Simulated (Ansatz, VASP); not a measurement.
# GaSb3: VASP beside Ansatz

```
Ga Sb
1.0
    -0.09718    3.64667    3.51284
     3.54949    0.00000    3.41565
     3.64667    3.64667   -0.09718
Ga Sb
1 3
Direct
  0.00000 0.00000 0.00000
  0.25000 0.25000 0.25000
  0.75000 0.75000 0.75000
  0.50000 0.50000 0.50000
```

Change from the starting cell: engineering shear strain xz -0.0533, normal strain along z -0.0367.

Alike in both runs: task single point; functional PBEsol; k mesh 10 × 10 × 10; occupations gaussian, width 0.15 eV; no spin polarisation.

|  | VASP | Ansatz |
| --- | --- | --- |
| version | VASP 6.6.1 | Ansatz 0.2.0 |
| potentials or method | VASP PAW PBE potentials, release 64 (Ga_d, Sb), cutoff 520 eV | scalar-relativistic, plane waves, PAW |
| valence electrons in the cell | 28 | 58 |

|  | VASP | Ansatz | Ansatz less VASP |
| --- | --- | --- | --- |
| gap on the k mesh at the Fermi level (eV) | none | none | - |
| pressure (GPa) | 3.1 | 3.0 | -0.06 |
| traceless stress, the component that is largest in VASP (GPa) | 2.15 | 2.12 | -0.035 |
| rms of the force components (eV/Å) | 0.064 | 0.062 | -0.0014 |

VASP's potentials were made for PBE, not for PBEsol, and Ansatz warns of the same on its side. Atom by atom the forces differ by 0.001 eV/Å (rms over components). A gap of «none» marks a metal or a gap that the smearing closes. VASP's potentials hold 28 valence electrons a cell and Ansatz's 58, so a difference there can come from the potentials and not from the codes.

Spin-orbit coupling is off throughout.
